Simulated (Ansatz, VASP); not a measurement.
**MgGe2: VASP beside Ansatz**

Contents of INCAR:

```
PREC = Accurate
ENCUT = 600
EDIFF = 1E-6
ISMEAR = 0
SIGMA = 0.1
LREAL = False
LASPH = True
NELM = 80
ALGO = Normal
ISIF = 3
LWAVE = False
LCHARG = False
GGA = PE
IBRION = 2
NSW = 100
EDIFFG = -0.01
```

The input KPOINTS:

```
Automatic mesh
0
Gamma
  12 12 14
```

POSCAR

```
MgGe2
1.0
    4.3223173854      0.0000000000      0.0000000000
    0.0000000000      4.3223173854      0.0000000000
    0.0000000000      0.0000000000      3.4976144245
Mg Ge
1 2
Direct
    0.0000000000      0.0000000000      0.5000000000
    0.0000000000      0.5000000000      0.0000000000
    0.5000000000      0.0000000000      0.0000000000
```

Input for Ansatz:

```yaml
crystal:
  lattice:
    - [4.3223173854, 0.0, 0.0]
    - [0.0, 4.3223173854, 0.0]
    - [0.0, 0.0, 3.4976144245]
  atoms:
    - { symbol: Mg, position: [0.0, 0.0, 0.5] }
    - { symbol: Ge, position: [0.0, 0.5, 0.0] }
    - { symbol: Ge, position: [0.5, 0.0, 0.0] }
basis:
  ecutwfc: 420
kpoints:
  mp_grid: { grid: [12, 12, 14] }
hamiltonian:
  xc: pbe
scf:
  occupations: { method: gaussian, width: 0.1 }
output:
  forces: true
  stress: true
  eigenvalues: true
relax:
  adjacent_minimum: "off"
  f_tol: 0.01
  max_steps: 80
  cell: { stress_tol: 0.05 }
```

Alike in both runs: task relaxation of cell and atoms; functional PBE; k mesh 12 × 12 × 14; occupations gaussian, width 0.1 eV; no spin polarisation.

|  | VASP | Ansatz |
| --- | --- | --- |
| version | VASP 6.6.1 | Ansatz 0.2.0 |
| potentials or method | VASP PAW PBE potentials, release 64 (Mg, Ge_d), cutoff 600 eV | scalar-relativistic, plane waves, PAW |
| valence electrons in the cell | 30 | 38 |

|  | VASP | Ansatz | Ansatz less VASP |
| --- | --- | --- | --- |
| gap on the k mesh at the Fermi level, each at its own relaxed structure (eV) | none | none | - |
| relaxed volume (Å³/atom) | 21.26 | 21.29 | +0.033 |
| relaxed cell length with the largest relative difference (Å) | 4.295 | 4.304 | +0.0087 |

A gap of «none» marks a metal or a gap that the smearing closes. VASP's potentials hold 30 valence electrons a cell and Ansatz's 38, so a difference there can come from the potentials and not from the codes.
